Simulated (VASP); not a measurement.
Crystal: Ni.

```
Ni
1.0
     0.00000    2.29622    2.29622
     2.29622    0.00000    2.29622
     2.29622    2.29622    0.00000
Ni
2
Direct
  0.50000 0.50000 0.50000
  0.75000 0.75000 0.75000
```

This isn't the form of Ni at room conditions, which is fcc.

- Program: VASP 6.6.1
- Task: relaxation of cell and atoms
- Functional: r2SCAN
- Potentials or basis: VASP PAW PBE potentials, release 64 (Ni)
- Cutoff: 600 eV
- k mesh: 6 × 6 × 6
- Occupations: gaussian, width 0.1 eV
- Spin: collinear spin, ferromagnetic start
- Starting moments: [0.95, 0.95] μB

At the start: pressure 51.7 GPa; volume 12.11 Å³/atom.

**Question.** Where does the relaxation end?

**Answer.** Over 4 steps the energy falls by 471.6 meV/atom and the volume is 15.87 Å³/atom (+31.1 %); space group Fd-3m (No. 227, to 0.1 Å) before and after; moment 1.65 μB per cell.

Step by step:
```csv
step,energy change (eV),largest force (eV/Å),pressure (GPa),volume (Å³)
1,0.0000,0.0000,51.67,24.21
2,-0.4688,0.0000,-13.14,40.64
3,-0.9429,0.0000,-0.49,31.91
4,-0.9432,0.0000,0.03,31.74
```

Final structure:
```
Ni
1.0
     0.00000    2.51297    2.51297
     2.51297    0.00000    2.51297
     2.51297    2.51297    0.00000
Ni
2
Direct
  0.50000 0.50000 0.50000
  0.75000 0.75000 0.75000
```

Caveat: the k points lie up to 0.36 Å⁻¹ apart in the final cell; the volume moved by over 15 % at a fixed basis, so the end points are rough; the PAW data sets were made with another functional, which shifts forces and pressure a little.
